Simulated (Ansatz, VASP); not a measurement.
# ZnS in VASP and in Ansatz

```
Zn S
1.0
     0.00000    2.72178    2.72178
     2.72178    0.00000    2.72178
     2.72178    2.72178    0.00000
Zn S
1 1
Direct
  0.00000 0.00000 0.00000
  0.25000 0.25000 0.25000
```

Alike in both runs: functional PBE; k mesh 10 × 10 × 10; occupations gaussian, width 0.02 eV; no spin polarisation.

Ansatz relaxed the structure, and its values are those at the end. VASP's run is a single point on that final structure, the one shown.

|  | VASP | Ansatz |
| --- | --- | --- |
| version | VASP 6.6.1 | Ansatz 0.2.0 |
| potentials or method | VASP PAW PBE potentials, release 64 (Zn, S), cutoff 500 eV | scalar-relativistic, plane waves, PAW |
| valence electrons in the cell | 18 | 18 |

|  | VASP | Ansatz | Ansatz less VASP |
| --- | --- | --- | --- |
| gap on the k mesh at the Fermi level (eV) | 2.02 | 2.02 | -0.003 |
| least direct gap on the mesh (eV) | 2.02 | 2.02 | -0.003 |
| pressure (GPa) | 0.1 | 0.0 | -0.14 |
